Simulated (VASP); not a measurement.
Input of a VASP 6.6.1 run:

Contents of INCAR:

```
PREC = Accurate ; ENCUT = 520
EDIFF = 1E-6 ; ISMEAR = -1
SIGMA = 0.03 ; LREAL = F
LASPH = T ; NELM = 100
ALGO = Normal ; ISIF = 2
LWAVE = F ; LCHARG = F
GGA = PE ; NBANDS = 11
```

The input KPOINTS:

```
regular mesh
0
Gamma
  15 15 15
```

The input POSCAR:

```
BAs
1.0
    0.0000000000      2.3646150000      2.3885000000
    2.3646150000      0.0000000000      2.3885000000
    2.3646150000      2.3646150000      0.0000000000
B As
1 1
Direct
    0.0000000000      0.0000000000      0.0000000000
    0.7500000000      0.7500000000      0.7500000000
```

Potentials or basis: VASP PAW PBE potentials, release 64 (B, As).

The run is started by

```sh
$ cat potpaw_PBE.64/B/POTCAR potpaw_PBE.64/As/POTCAR > POTCAR
$ mpirun -np 1 vasp_std > vasp.out
```

Q: Estimate the band gap on the k mesh.

A: 1.08 eV, indirect (least direct gap 3.25 eV).

Q: Estimate the pressure.

A: 6.5 GPa.

Stress tensor (GPa, compression positive):
```
7.19 0.00 0.00
0.00 7.19 0.00
0.00 0.00 5.05
```

Caveat: the cell differs from its parent crystal (x and y stretched by -1 %, z held). A k mesh can miss the band edges.
